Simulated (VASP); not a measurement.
# BiPd2 (I4/mmm) in VASP: notebook

BiPd2 is run at these levels: PBE; tasks: single point.

Everything below comes from runs of VASP 6.6.1. Logs are shortened: lines on timing, memory, paths and dates and some standing lists are left out, and cuts for length are marked.

### Step 1. The cell of the first run

It takes space group I4/mmm (No. 139, tetragonal). Conventional cell: a = 3.599 Å, b = 3.599 Å, c = 8.828 Å, α = 90.00°, β = 90.00°, γ = 90.00°. Within 3.9 Å of Bi (site symmetry 4/mmm) lie 10 Pd at 2.93 to 2.96 Å and 4 Bi at 3.60 Å. Within 3.8 Å of Pd (site symmetry 4mm) lie 9 Pd at 2.91 to 3.60 Å and 5 Bi at 2.93 to 2.96 Å.

### Step 2. Single point, PBE

File INCAR:

```
PREC = Accurate
ENCUT = 520
EDIFF = 1E-6
ISMEAR = 0
SIGMA = 0.1
LREAL = F
LASPH = T
NELM = 100
ALGO = Normal
ISIF = 2
LWAVE = F
LCHARG = F
GGA = PE
NBANDS = 24
```

File KPOINTS:

```
regular mesh
0
Gamma
  8 8 8
```

File POSCAR:

```
BiPd2
1.0
   -1.7992659092      1.7992659092      4.4138241835
    1.7992659092     -1.7992659092      4.4138241835
    1.7992659092      1.7992659092     -4.4138241835
Bi Pd
1 2
Direct
    0.0000000000      0.0000000000      0.0000000000
    0.6650000000      0.6650000000      0.0000000000
    0.3350000000      0.3350000000      0.0000000000
```

Potentials or basis: VASP PAW PBE potentials, release 64 (Bi_d, Pd).

On the command line:

```bash
$ cat potpaw_PBE.64/Bi_d/POTCAR potpaw_PBE.64/Pd/POTCAR > POTCAR
$ mpirun -np 1 vasp_std > vasp.out
```

OUTCAR:

```text
PREC = Accurate
   ENCUT = 520
   EDIFF = 1E-6
   ISMEAR = 0
   LREAL = F
   LASPH = T
   NELM = 100
   ISIF = 2
   GGA = PE

 ion  position               nearest neighbor table
   1  0.000  0.000  0.000-   2 2.93   2 2.93   2 2.93   3 2.93   2 2.93   3 2.93   3 2.93   3 2.93
                             2 2.96   3 2.96
   2  0.665  0.665  0.000-   3 2.91   1 2.93   1 2.93   1 2.93   1 2.93   3 2.95   3 2.95   3 2.95
                             3 2.95   1 2.96
   3  0.335  0.335  0.000-   2 2.91   1 2.93   1 2.93   1 2.93   1 2.93   2 2.95   2 2.95   2 2.95
                             2 2.95   1 2.96

  LATTYP: Found a body centered tetragonal cell.
 ALAT       =     3.5985318184
 C/A-ratio  =     2.4531250000

  Lattice vectors:

 A1 = (  -1.7992659092,   1.7992659092,   4.4138241835)
 A2 = (   1.7992659092,  -1.7992659092,   4.4138241835)
 A3 = (   1.7992659092,   1.7992659092,  -4.4138241835)

Analysis of symmetry for initial positions (statically):
=====================================================================
 Subroutine PRICEL returns:
 Original cell was already a primitive cell.

 Routine SETGRP: Setting up the symmetry group for a
 body centered tetragonal supercell.

 Subroutine GETGRP returns: Found 16 space group operations
 (whereof 16 operations were pure point group operations)
 out of a pool of 16 trial point group operations.

The static configuration has the point symmetry D_4h.

Analysis of symmetry for dynamics (positions and initial velocities):
=====================================================================
 Subroutine PRICEL returns:
 Original cell was already a primitive cell.

 Routine SETGRP: Setting up the symmetry group for a
 body centered tetragonal supercell.

 Subroutine GETGRP returns: Found 16 space group operations
 (whereof 16 operations were pure point group operations)
 out of a pool of 16 trial point group operations.

The dynamic configuration has the point symmetry D_4h.

 Subroutine INISYM returns: Found 16 space group operations
 (whereof 16 operations are pure point group operations),
 and found     1 'primitive' translations

----------------------------------------------------------------------------------------

                                     Primitive cell

  volume of cell :      57.1565

  direct lattice vectors                    reciprocal lattice vectors
    -1.799265909  1.799265909  4.413824184     0.000000000  0.277891110  0.113280452
     1.799265909 -1.799265909  4.413824184     0.277891110  0.000000000  0.113280452
     1.799265909  1.799265909 -4.413824184     0.277891110  0.277891110  0.000000000

  length of vectors
     5.094758046  5.094758046  5.094758046     0.300093202  0.300093202  0.392997376

  position of ions in fractional coordinates (direct lattice)
     0.000000000  0.000000000  0.000000000
     0.665000000  0.665000000  0.000000000
     0.335000000  0.335000000  0.000000000

  ion indices of the primitive-cell ions
   primitive index   ion index
                 1           1
                 2           2
                 3           3

----------------------------------------------------------------------------------------

 KPOINTS: regular mesh

Automatic generation of k-mesh.
 Grid dimensions read from file:
 generate k-points for:    8    8    8

 Generating k-lattice:

  Cartesian coordinates                     Fractional coordinates (reciprocal lattice)
     0.000000000  0.034736389  0.014160057     0.125000000  0.000000000  0.000000000
     0.034736389  0.000000000  0.014160057     0.000000000  0.125000000  0.000000000
     0.034736389  0.034736389  0.000000000     0.000000000  0.000000000  0.125000000

  Length of vectors
     0.037511650  0.037511650  0.049124672

  Shift w.r.t. Gamma in fractional coordinates (k-lattice)
     0.000000000  0.000000000  0.000000000

 Subroutine IBZKPT returns following result:
 ===========================================

 Found     59 irreducible k-points:

 Following reciprocal coordinates:
            Coordinates               Weight
  0.000000  0.000000  0.000000      1.000000
  0.125000  0.000000 -0.000000      8.000000
  0.250000  0.000000 -0.000000      8.000000
  0.375000  0.000000 -0.000000      8.000000
  0.500000  0.000000 -0.000000      4.000000
  0.125000  0.125000 -0.000000      8.000000
[... 16 lines left out ...]
  0.250000  0.125000  0.125000     16.000000
  0.375000  0.125000  0.125000      8.000000
 [... further k-points ...]
   k-points           NKPTS =     59   k-points in BZ     NKDIM =     59   number of bands    NBANDS=     24
   number of dos      NEDOS =    301   number of ions     NIONS =      3
   total plane-waves  NPLWV =  64000
   dimension x,y,z NGX =    40 NGY =   40 NGZ =   40
   dimension x,y,z NGXF=    80 NGYF=   80 NGZF=   80
   ions per type =               1   2
   NGX,Y,Z   is equivalent  to a cutoff of  13.05, 13.05, 13.05 a.u.
   NGXF,Y,Z  is equivalent  to a cutoff of  26.10, 26.10, 26.10 a.u.
 SYSTEM =  unknown system
   PREC   = accura    normal or accurate (medium, high low for compatibility)
   ISTART =      0    job   : 0-new  1-cont  2-samecut
   ICHARG =      2    charge: 1-file 2-atom 10-const
   ISPIN  =      1    spin polarized calculation?
   LNONCOLLINEAR =      F non collinear calculations
   LSORBIT =      F    spin-orbit coupling
   LASPH  =      T    aspherical Exc in radial PAW
   ENCUT  =  520.0 eV  38.22 Ry    6.18 a.u.   9.47  9.47  9.47*2*pi/ulx,y,z
   NELM   =    100;   NELMIN=  2; NELMDL= -5     # of ELM steps
   EDIFF  = 0.1E-05   stopping-criterion for ELM
   LREAL  =      F    real-space projection
   EDIFFG = 0.1E-04   stopping-criterion for IOM
   NSW    =      0    number of steps for IOM
   IBRION =     -1    ionic relax: 0-MD 1-quasi-New 2-CG
   NFREE  =      0    steps in history (QN), initial steepest desc. (CG)
   ISIF   =      2    stress and relaxation
   ISYM   =      2    0-nonsym 1-usesym 2-fastsym
   POTIM  = 0.5000    time-step for ionic-motion
   TEBEG  =    0.0;   TEEND  =   0.0 temperature during run
   PSTRESS=    0.0 pullay stress
   NELECT =      35.0000    total number of electrons
   NUPDOWN=      -1.0000    fix difference up-down
   EMIN   =  10.00;   EMAX   =-10.00  energy-range for DOS
   EFERMI =   0.00;   METHOD = LEGACY
   ISMEAR =     0;   SIGMA  =   0.10  broadening in eV -4-tet -1-fermi 0-gaus
   EFERMI_NEDOS =   21; number of points for ismear=-14 and -15
   IALGO  =     38    algorithm
   IMIX   =      4    mixing-type and parameters
     AMIX     =   0.40;   BMIX     =  1.00
     AMIX_MAG =   1.60;   BMIX_MAG =  1.00
  volume/ion in A,a.u.               =      19.05       128.57
  Fermi-wavevector in a.u.,A,eV,Ry     =   1.390195  2.627087 26.295178  1.932641
  Thomas-Fermi vector in A             =   2.514153
   LORBIT       =      0    0 simple, 1 ext, 2 COOP (PROOUT), +10 PAW based schemes
   GGA     = PE    functional components
   LHFCALC =     F    Hartree Fock is set to
   AEXX    =    0.0000 exact exchange contribution
   IVDW    =     0    specifies the selected vdW correction
   LEPSILON=     F    determine dielectric tensor
   LRPA    =     F    only Hartree local field effects (RPA)
 non-spin polarized calculation
 Gauss-broadening in eV      SIGMA  =   0.10
  energy-cutoff  :      520.00
  volume of cell :       57.16
 maximum number of plane-waves:      1559
 NGX is ok and might be reduce to    40
   NGX = 19   NGY = 19   NGZ = 19

 number of electron      34.9999999 magnetization

 Free energy of the ion-electron system (eV)
  ---------------------------------------------------
  ext. energy  EPLUGINS =         0.00000000
  ---------------------------------------------------
  free energy    TOTEN  =       -15.05768097 eV

  energy without entropy =      -15.05129046  energy(sigma->0) =      -15.05448571

 E-fermi :   9.4934     XC(G=0): -12.0617

 val. band max:        9.4705470822   @ k =   0.3750   0.2500   0.1250
 cond. band min:       9.4937771108   @ k =   0.2500   0.0000  -0.0000
 fundamental gap:      0.0232300286
 Fermi energy:         9.4934067952

 k-point     1 :       0.0000    0.0000    0.0000
  band No.  band energies     occupation
      1     -13.3876      2.00000
      2     -13.2983      2.00000
      3     -13.2827      2.00000
      4     -13.2576      2.00000
      5     -13.2576      2.00000
      6      -3.0801      2.00000
[... 16 lines left out ...]
     23      17.0942      0.00000
     24      17.5284      0.00000

 k-point     2 :       0.1250    0.0000   -0.0000
  band No.  band energies     occupation
      1     -13.3758      2.00000
      2     -13.2931      2.00000
      3     -13.2875      2.00000
      4     -13.2636      2.00000
      5     -13.2579      2.00000
      6      -2.9159      2.00000
[... 16 lines left out ...]
     23      17.5022      0.00000
     24      18.3971      0.00000

 k-point     3 :       0.2500    0.0000   -0.0000
  band No.  band energies     occupation
      1     -13.3536      2.00000
      2     -13.2991      2.00000
      3     -13.2785      2.00000
      4     -13.2738      2.00000
      5     -13.2588      2.00000
      6      -2.4679      2.00000
[... 16 lines left out ...]
     23      18.4034      0.00000
     24      19.6247      0.00000
[... 514 lines left out ...]
 k-point    23 :       0.2500    0.1250    0.1250
  band No.  band energies     occupation
      1     -13.3305      2.00000
      2     -13.2901      2.00000
      3     -13.2816      2.00000
      4     -13.2760      2.00000
      5     -13.2440      2.00000
      6      -1.4825      2.00000
[... 16 lines left out ...]
     23      16.9839      0.00000
     24      18.9470      0.00000

 k-point    24 :       0.3750    0.1250    0.1250
  band No.  band energies     occupation
      1     -13.3358      2.00000
      2     -13.2953      2.00000
      3     -13.2790      2.00000
      4     -13.2759      2.00000
      5     -13.2292      2.00000
      6      -1.2327      2.00000
[... 16 lines left out ...]
     23      17.3449      0.00000
     24      19.1587      0.00000

 [... further k-points ...]

------------------------ aborting loop because EDIFF is reached ----------------------------------------

  FORCE on cell =-STRESS in cart. coord.  units (eV):
  Direction    XX          YY          ZZ          XY          YZ          ZX
  --------------------------------------------------------------------------------------
  -------------------------------------------------------------------------------------
  Total        0.1768197      0.1768197      0.2072568      0.0000000      0.0000000      0.0000000
  in kB        4.9565033      4.9565033      5.8096997      0.0000000      0.0000000      0.0000000
  external PRESSURE =       5.2409021 kB  Pullay stress =       0.0000000 kB

 VOLUME and BASIS-vectors are now :
 -----------------------------------------------------------------------------
  energy-cutoff  :      520.00
  volume of cell :       57.16
      direct lattice vectors                 reciprocal lattice vectors
    -1.799265909  1.799265909  4.413824184     0.000000000  0.277891110  0.113280452
     1.799265909 -1.799265909  4.413824184     0.277891110  0.000000000  0.113280452
     1.799265909  1.799265909 -4.413824184     0.277891110  0.277891110  0.000000000

 POSITION                                       TOTAL-FORCE (eV/Angst)
 -----------------------------------------------------------------------------------
      0.00000      0.00000      0.00000        -0.000000     -0.000000      0.000000
      0.00000      0.00000      5.87039         0.000000      0.000000      0.301315
      0.00000      0.00000      2.95726         0.000000      0.000000     -0.301315
 -----------------------------------------------------------------------------------
    total drift:                               -0.000000     -0.000000      0.000000

  FREE ENERGIE OF THE ION-ELECTRON SYSTEM (eV)
  ---------------------------------------------------
  free  energy   TOTEN  =       -15.0576809672 eV

  energy  without entropy=      -15.0512904582  energy(sigma->0) =      -15.05448571
```

Run time: 44 s. Hardware: 1 thread of Intel Xeon 6975P-C (Granite Rapids), shared host; peak memory 0.28 GiB.

Results:

```yaml
Free_energy: -15.0577 eV
Pressure: 0.5 GPa
Largest_force: 0.301 eV/Å
Band_gap_on_the_k_mesh: zero (an odd number of electrons rules out a gap without spin polarisation)
```

Forces on the atoms (eV/Å):
```
Bi   0.000  0.000  0.000
Pd   0.000  0.000  0.301
Pd   0.000  0.000 -0.301
```

Caveat: spin-orbit coupling is left out, which moves the levels of the heavy elements.

(Continued in part 2 of 2.)

The gap in the log of VASP goes by the Fermi energy; the results here count the filled bands.